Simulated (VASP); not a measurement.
Write the native input for VASP 6.6.1 that does the following.

```
Task                   : relaxation of cell and atoms
Functional             : PBEsol
Potentials or basis    : VASP PAW PBE potentials, release 64 (K_sv, Cl)
Cutoff                 : 600 eV
k mesh                 : 7 × 7 × 7
Occupations            : fermi-dirac, width 0.05 eV
Spin                   : no spin polarisation
Target pressure        : 30 GPa
Dipole correction      : no
Further INCAR settings : ALGO = Normal; EDIFF = 1e-06; IBRION = 2; EDIFFG = -0.02; NSW = 80; ISIF = 3
```

The structure of KCl (Sylvite) lies in POSCAR:

```
KCl
1.0
    0.0000000000      3.1464700000      3.1464700000
    3.1464700000      0.0000000000      3.1464700000
    3.1464700000      3.1464700000      0.0000000000
K Cl
1 1
Direct
    0.0000000000      0.0000000000      0.0000000000
    0.5000000000      0.5000000000      0.5000000000
```

These files were run (other wordings do the same):

INCAR

```
PREC     = Accurate       # precision mode
ENCUT    = 600            # plane-wave cutoff, eV
EDIFF    = 1E-6           # SCF threshold, eV
ISMEAR   = -1             # smearing method
SIGMA    = 0.05           # smearing width, eV
LREAL    = F              # projectors in reciprocal space
LASPH    = T              # aspherical terms in the spheres
NELM     = 60             # most SCF steps
ALGO     = Normal         # electronic algorithm
ISIF     = 3              # what is computed and relaxed
LWAVE    = F              # write WAVECAR
LCHARG   = F              # write CHGCAR
GGA      = PS             # functional
IBRION   = 2              # ionic algorithm
NSW      = 80             # ionic steps
EDIFFG   = -0.02          # ionic threshold
PSTRESS  = 300.0
```

KPOINTS

```
regular mesh
0
Gamma
  7 7 7
```

Potentials or basis: VASP PAW PBE potentials, release 64 (K_sv, Cl).

Command:

```sh
$ cat potpaw_PBE.64/K_sv/POTCAR potpaw_PBE.64/Cl/POTCAR > POTCAR
$ mpirun -np 1 vasp_std > vasp.out
```

It gave:

```yaml
Relaxed_volume: 18.79 Å³/atom
Relaxed_cell: a = 3.760 Å, b = 3.760 Å, c = 3.760 Å, α = 60.00°, β = 60.00°, γ = 60.00°
Space_group_after_relaxing_to_0.05_Å: Fm-3m (No. 225)
Energy_change_on_relaxing_the_enthalpy_is_what_falls: +683.7 meV/atom
Ionic_steps: 5
Pressure_after_relaxing: 30.1 GPa
Band_gap_on_the_k_mesh: 5.21 eV, indirect (least direct gap 5.42 eV)
```

Caveat: the cell is relaxed towards a set pressure, so the enthalpy falls and the energy may rise; the volume moved by over 15 % at a fixed basis, so the end points are rough; the PAW data sets were made with another functional, which shifts forces and pressure a little.

Run time: 83 s on 1 thread of Intel(R) Xeon(R) Platinum 8259CL CPU @ 2.50GHz (Skylake/Cascade Lake) (shared host), peak memory 0.22 GiB.
